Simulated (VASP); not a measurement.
# Zr (P3_121) in VASP: single point with PBEsol

Aim: the single point of Zr with PBEsol.

All numbers are computed with VASP 6.6.1; they aren't measurements. Logs are shortened: lines on timing, memory, paths and dates and some standing lists are left out, and cuts for length are marked.

## 1. The cell of the first run

The structure is trigonal, space group P3_121 (No. 152). Conventional cell: a = 4.183 Å, b = 4.183 Å, c = 4.746 Å, α = 90.00°, β = 90.00°, γ = 120.00°. Zr (site symmetry 2) has 2 Zr at 2.27 Å within 3.0 Å.

## 2. Single point, PBEsol

File INCAR:

```
SYSTEM = Zr
PREC = Accurate
ENCUT = 520
EDIFF = 1E-6
ISMEAR = 0
SIGMA = 0.1
LREAL = .FALSE.
LASPH = .TRUE.
NELM = 80
ALGO = Normal
ISIF = 2
LWAVE = .FALSE.
LCHARG = .FALSE.
GGA = PS
NBANDS = 25
```

File KPOINTS:

```
Automatic mesh
0
G
  6 6 4
  0 0 0
```

File POSCAR:

```
Zr
1.0
    4.1829782961      0.0000000000      0.0000000000
   -2.0914891481      3.6225654680      0.0000000000
    0.0000000000      0.0000000000      4.7457289016
Zr
3
Direct
    0.2254000000      0.0000000000      0.3333333333
    0.0000000000      0.2254000000      0.6666666667
    0.7746000000      0.7746000000      0.0000000000
```

Potentials or basis: VASP PAW PBE potentials, release 64 (Zr_sv).

Run with:

```
cat potpaw_PBE.64/Zr_sv/POTCAR > POTCAR
mpirun -np 1 vasp_std > vasp.out
```

OUTCAR:

```text
SYSTEM = Zr
   PREC = Accurate
   ENCUT = 520
   EDIFF = 1E-6
   ISMEAR = 0
   LREAL = .FALSE.
   LASPH = .TRUE.
   NELM = 80
   ISIF = 2
   GGA = PS

 ion  position               nearest neighbor table
   1  0.225  0.000  0.333-   3 2.27   2 2.27   3 3.29   3 3.29   2 3.29   2 3.29   2 3.56   3 3.56

   2  0.000  0.225  0.667-   3 2.27   1 2.27   3 3.29   3 3.29   1 3.29   1 3.29   1 3.56   3 3.56

   3  0.775  0.775  0.000-   1 2.27   2 2.27   1 3.29   2 3.29   2 3.29   1 3.29   1 3.56   2 3.56

  LATTYP: Found a hexagonal cell.
 ALAT       =     4.1829782961
 C/A-ratio  =     1.1345334749

  Lattice vectors:

 A1 = (   4.1829782961,   0.0000000000,   0.0000000000)
 A2 = (  -2.0914891481,   3.6225654680,   0.0000000000)
 A3 = (   0.0000000000,   0.0000000000,   4.7457289016)

Analysis of symmetry for initial positions (statically):
=====================================================================
 Subroutine PRICEL returns:
 Original cell was already a primitive cell.

 Routine SETGRP: Setting up the symmetry group for a
 hexagonal supercell.

 Subroutine GETGRP returns: Found  6 space group operations
 (whereof  2 operations were pure point group operations)
 out of a pool of 24 trial point group operations.

The static configuration has the point symmetry C_2 .
 The point group associated with its full space group is D_3 .

Analysis of symmetry for dynamics (positions and initial velocities):
=====================================================================
 Subroutine PRICEL returns:
 Original cell was already a primitive cell.

 Routine SETGRP: Setting up the symmetry group for a
 hexagonal supercell.

 Subroutine GETGRP returns: Found  6 space group operations
 (whereof  2 operations were pure point group operations)
 out of a pool of 24 trial point group operations.

The dynamic configuration has the point symmetry C_2 .
 The point group associated with its full space group is D_3 .

 Subroutine INISYM returns: Found  6 space group operations
 (whereof  2 operations are pure point group operations),
 and found     1 'primitive' translations

----------------------------------------------------------------------------------------

                                     Primitive cell

  volume of cell :      71.9126

  direct lattice vectors                    reciprocal lattice vectors
     4.182978296  0.000000000  0.000000000     0.239064114  0.138023731  0.000000000
    -2.091489148  3.622565468  0.000000000     0.000000000  0.276047461  0.000000000
     0.000000000  0.000000000  4.745728902     0.000000000  0.000000000  0.210715787

  length of vectors
[... 85 lines left out ...]
   EDIFFG = 0.1E-04   stopping-criterion for IOM
   NSW    =      0    number of steps for IOM
   IBRION =     -1    ionic relax: 0-MD 1-quasi-New 2-CG
   NFREE  =      0    steps in history (QN), initial steepest desc. (CG)
   ISIF   =      2    stress and relaxation
   ISYM   =      2    0-nonsym 1-usesym 2-fastsym
   POTIM  = 0.5000    time-step for ionic-motion
   TEBEG  =    0.0;   TEEND  =   0.0 temperature during run
   PSTRESS=    0.0 pullay stress
   NELECT =      36.0000    total number of electrons
   NUPDOWN=      -1.0000    fix difference up-down
   EMIN   =  10.00;   EMAX   =-10.00  energy-range for DOS
   EFERMI =   0.00;   METHOD = LEGACY
   ISMEAR =     0;   SIGMA  =   0.10  broadening in eV -4-tet -1-fermi 0-gaus
   EFERMI_NEDOS =   21; number of points for ismear=-14 and -15
   IALGO  =     38    algorithm
   IMIX   =      4    mixing-type and parameters
     AMIX     =   0.40;   BMIX     =  1.00
     AMIX_MAG =   1.60;   BMIX_MAG =  1.00
  volume/ion in A,a.u.               =      23.97       161.76
  Fermi-wavevector in a.u.,A,eV,Ry     =   1.299892  2.456440 22.990040  1.689720
  Thomas-Fermi vector in A             =   2.431127
   LORBIT       =      0    0 simple, 1 ext, 2 COOP (PROOUT), +10 PAW based schemes
   GGA     = PS    functional components
   LHFCALC =     F    Hartree Fock is set to
   AEXX    =    0.0000 exact exchange contribution
   IVDW    =     0    specifies the selected vdW correction
   LEPSILON=     F    determine dielectric tensor
   LRPA    =     F    only Hartree local field effects (RPA)
 non-spin polarized calculation
 Gauss-broadening in eV      SIGMA  =   0.10
  energy-cutoff  :      520.00
  volume of cell :       71.91
 maximum number of plane-waves:      1952
 NGX is ok and might be reduce to    32
   NGX = 15   NGY = 15   NGZ = 17

 number of electron      36.0000001 magnetization

 Free energy of the ion-electron system (eV)
  ---------------------------------------------------
  ext. energy  EPLUGINS =         0.00000000
  ---------------------------------------------------
  free energy    TOTEN  =       -22.05237862 eV

  energy without entropy =      -22.04254796  energy(sigma->0) =      -22.04746329

 E-fermi :   7.9352     XC(G=0): -10.7980

 val. band max:        7.9243834063   @ k =   0.1667   0.0000   0.5000
 cond. band min:       7.9738377591   @ k =   0.3333   0.3333   0.5000
 fundamental gap:      0.0494543529
 Fermi energy:         7.9351799696

 k-point     1 :       0.0000    0.0000    0.0000
  band No.  band energies     occupation
      1     -41.0432      2.00000
      2     -39.8891      2.00000
      3     -39.8891      2.00000
      4     -20.3154      2.00000
      5     -20.3154      2.00000
      6     -19.6393      2.00000
[... 661 lines left out ...]
     24      10.4210      0.00000
     25      12.0443      0.00000

------------------------ aborting loop because EDIFF is reached ----------------------------------------

  FORCE on cell =-STRESS in cart. coord.  units (eV):
  Direction    XX          YY          ZZ          XY          YZ          ZX
  --------------------------------------------------------------------------------------
  -------------------------------------------------------------------------------------
  Total        3.0773577      3.0773577      3.0912922     -0.0000000      0.0000000      0.0000000
  in kB       68.5620480     68.5620480     68.8725023     -0.0000000      0.0000000      0.0000000
  external PRESSURE =      68.6655328 kB  Pullay stress =       0.0000000 kB

 VOLUME and BASIS-vectors are now :
 -----------------------------------------------------------------------------
  energy-cutoff  :      520.00
  volume of cell :       71.91
      direct lattice vectors                 reciprocal lattice vectors
     4.182978296  0.000000000  0.000000000     0.239064114  0.138023731  0.000000000
    -2.091489148  3.622565468  0.000000000     0.000000000  0.276047461  0.000000000
     0.000000000  0.000000000  4.745728902     0.000000000  0.000000000  0.210715787

 POSITION                                       TOTAL-FORCE (eV/Angst)
 -----------------------------------------------------------------------------------
      0.94284      0.00000      1.58191         4.182441      0.000000     -0.000000
     -0.47142      0.81653      3.16382        -2.091220      3.622100      0.000000
      1.62007      2.80604      0.00000        -2.091220     -3.622100      0.000000
 -----------------------------------------------------------------------------------
    total drift:                                0.000000     -0.000000      0.000000

  FREE ENERGIE OF THE ION-ELECTRON SYSTEM (eV)
  ---------------------------------------------------
  free  energy   TOTEN  =       -22.0523786162 eV

  energy  without entropy=      -22.0425479607  energy(sigma->0) =      -22.04746329
```

OSZICAR:

```text
N       E                     dE             d eps       ncg     rms          rms(c)
DAV:   1     0.364339428642E+03    0.36434E+03   -0.19572E+04  1200   0.143E+03
DAV:   2     0.358285856566E+01   -0.36076E+03   -0.35386E+03  1377   0.424E+02
DAV:   3    -0.220253369661E+02   -0.25608E+02   -0.24980E+02  2238   0.826E+01
DAV:   4    -0.228368304058E+02   -0.81149E+00   -0.80479E+00  1560   0.156E+01
DAV:   5    -0.228574697933E+02   -0.20639E-01   -0.20618E-01  1838   0.224E+00    0.315E+01
DAV:   6    -0.221805075252E+02    0.67696E+00   -0.97230E-01  1324   0.792E+00    0.159E+01
DAV:   7    -0.220511790658E+02    0.12933E+00   -0.75292E-01  1609   0.603E+00    0.105E+00
DAV:   8    -0.220521780387E+02   -0.99897E-03   -0.82991E-02  1622   0.232E+00    0.470E-01
DAV:   9    -0.220524558807E+02   -0.27784E-03   -0.53322E-03  1630   0.597E-01    0.120E-01
DAV:  10    -0.220523905702E+02    0.65311E-04   -0.48380E-04  1591   0.175E-01    0.280E-02
DAV:  11    -0.220523780365E+02    0.12534E-04   -0.35857E-05  1596   0.449E-02    0.684E-03
DAV:  12    -0.220523786162E+02   -0.57964E-06   -0.20358E-06  1143   0.118E-02
   1 F= -.22052379E+02 E0= -.22047463E+02  d E =-.983066E-02
```

Run time: 57 s. Hardware: 1 thread of Intel Xeon 6975P-C, shared host; peak memory 0.19 GiB.

Results:

| Item | Value |
| --- | --- |
| Free energy | -22.0524 eV |
| Pressure | 6.9 GPa |
| Largest force | 4.182 eV/Å |
| Band gap on the k mesh | zero (band 18 reaches 7.97 eV, above the bottom of band 19 at 7.92 eV) |

Forces on the atoms (eV/Å):
```
Zr   4.182  0.000  0.000
Zr  -2.091  3.622  0.000
Zr  -2.091 -3.622  0.000
```

Caveat: the PAW data sets were made with another functional, which shifts forces and pressure a little.
